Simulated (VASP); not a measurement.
Here is a VASP 6.6.1 calculation.

INCAR

```
SYSTEM = ZnCu
ALGO     = Normal         ! electronic algorithm
EDIFF    = 1E-6           ! SCF threshold, eV
ENCUT    = 520            ! plane-wave cutoff, eV
GGA      = PE             ! functional
ISIF     = 2              ! what is computed and relaxed
ISMEAR   = -1             ! smearing method
LASPH    = .TRUE.         ! aspherical terms in the spheres
LCHARG   = .FALSE.        ! write CHGCAR
LREAL    = .FALSE.        ! projectors in reciprocal space
LWAVE    = .FALSE.        ! write WAVECAR
NBANDS   = 18             ! bands
NELM     = 60             ! most SCF steps
PREC     = Accurate       ! precision mode
SIGMA    = 0.05           ! smearing width, eV
```

Contents of KPOINTS:

```
k-points
0
G
  9 9 9
  0 0 0
```

File POSCAR:

```
ZnCu
1.0
    2.8422695996      0.0000000000      0.0000000000
    0.0000000000      2.8422695996      0.0000000000
    0.0000000000      0.0000000000      2.8422695996
Zn Cu
1 1
Direct
    0.5000000000      0.5000000000      0.5000000000
    0.0000000000      0.0000000000      0.0000000000
```

Potentials or basis: VASP PAW PBE potentials, release 64 (Zn, Cu).

The run is started by

```console
$ cat potpaw_PBE.64/Zn/POTCAR potpaw_PBE.64/Cu/POTCAR > POTCAR
$ mpirun -np 1 vasp_std > vasp.out
```

Question: What does it give for the band gap on the k mesh?

Answer: Zero (an odd number of electrons rules out a gap without spin polarisation).

Question: Predict the pressure.

Answer: 20.7 GPa.

Caveat: the cell stands under pressure.
